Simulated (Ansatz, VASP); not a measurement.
Two plane-wave programs on Ga3BAs2

```xyz
6
Lattice="5.9463 0.0000 0.0000 -2.9731 5.1496 0.0000 0.0000 0.0000 3.4064" Properties=species:S:1:pos:R:3 pbc="T T T"
Ga    2.9731    0.0000    1.7032
Ga    1.4866    2.5748    1.7032
Ga   -1.4866    2.5748    1.7032
B     0.0000    0.0000    0.0000
As    0.0000    3.4331    0.0000
As    2.9731    1.7165    0.0000
```

Change from the starting cell: species swapped into the LaB2Rh3 type (P6/mmm, No. 191).

Alike in both runs: task relaxation of cell and atoms; functional PBE; k mesh 3 × 3 × 6; occupations gaussian, width 0.1 eV; no spin polarisation.

|  | VASP | Ansatz |
| --- | --- | --- |
| version | VASP 6.6.1 | Ansatz 0.2.0 |
| potentials or method | VASP PAW PBE potentials, release 64 (Ga_d, B, As), cutoff 600 eV | scalar-relativistic, plane waves, PAW |
| valence electrons in the cell | 52 | 72 |

|  | VASP | Ansatz | Ansatz less VASP |
| --- | --- | --- | --- |
| gap on the k mesh at the Fermi level, each at its own relaxed structure (eV) | none | none | - |
| relaxed volume (Å³/atom) | 23.07 | 22.71 | -0.358 |
| relaxed length of the cell vector where the two differ most in proportion (Å) | 6.589 | 6.538 | -0.0509 |

A gap of «none» marks a metal or a gap that the smearing closes. VASP's potentials hold 52 valence electrons a cell and Ansatz's 72, so a difference there can come from the potentials and not from the codes.

The k mesh is coarse, so the values compare programs but aren't converged. Noted on VASP's run: the volume moved by over 15 % at a fixed basis, so the end points are rough.
